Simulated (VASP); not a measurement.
Input of a VASP 6.6.1 run:

POSCAR

```
Hf
1.0
   -1.8050000000      1.8050000000      1.8050000000
    1.8050000000     -1.8050000000      1.8050000000
    1.8050000000      1.8050000000     -1.8050000000
Hf
1
Direct
    0.0000000000      0.0000000000      0.0000000000
```

Contents of INCAR.step1:

```
SYSTEM = Hf
ALGO = Normal
EDIFF = 1E-5
ENCUT = 600
GGA = PE
ISMEAR = -1
LASPH = .TRUE.
LCHARG = .FALSE.
LREAL = .FALSE.
LWAVE = .TRUE.
NBANDS = 11
NELM = 60
PREC = Accurate
SIGMA = 0.05
```

The input INCAR.step2:

```
SYSTEM = Hf
ALGO = Normal
EDIFF = 1E-6
EDIFFG = -0.01
ENCUT = 600
GGA = PE
HFSCREEN = 0.2079
IBRION = 2
ISIF = 3
ISMEAR = -1
ISTART = 1
LASPH = .TRUE.
LCHARG = .FALSE.
LHFCALC = .TRUE.
LREAL = .FALSE.
LWAVE = .FALSE.
NELM = 60
NSW = 60
PREC = Accurate
PRECFOCK = Normal
SIGMA = 0.05
```

Contents of KPOINTS:

```
k-points
0
G
  5 5 5
  0 0 0
```

Potentials or basis: VASP PAW PBE potentials, release 64 (Hf_pv).

Launch:

```sh
$ cat potpaw_PBE.64/Hf_pv/POTCAR > POTCAR
$ cp INCAR.step1 INCAR
$ mpirun -np 1 vasp_std > vasp.out
$ cp INCAR.step2 INCAR
$ mpirun -np 1 vasp_std > vasp.out
```

Problem. What does it give for the relaxed volume?

Solution. 21.87 Å³/atom.

Problem. What does it give for the band gap on the k mesh?

Solution. Zero (bands 5 and 6 overlap by 3.09 eV).

Problem. Predict the space group after relaxing (to 0.1 Å).

Solution. Im-3m (No. 229).

The path:
| step | energy change (eV) | largest force (eV/Å) | pressure (GPa) | volume (Å³) |
| --- | --- | --- | --- | --- |
| 1 | 0.0000 | 0.0000 | -4.32 | 23.52 |
| 2 | -0.0233 | 0.0000 | 2.26 | 21.43 |
| 3 | -0.0262 | 0.0000 | -0.20 | 21.89 |
| 4 | -0.0262 | 0.0000 | -0.10 | 21.85 |
| 5 | -0.0262 | 0.0000 | 0.13 | 21.81 |
| 6 | -0.0262 | 0.0000 | -0.07 | 21.87 |

Caveat: the k points lie up to 0.50 Å⁻¹ apart in the final cell, too coarse for converged energies and pressures of a metal; the PAW data sets were made with another functional, which shifts forces and pressure a little; spin-orbit coupling is left out, which moves the levels of the heavy elements.
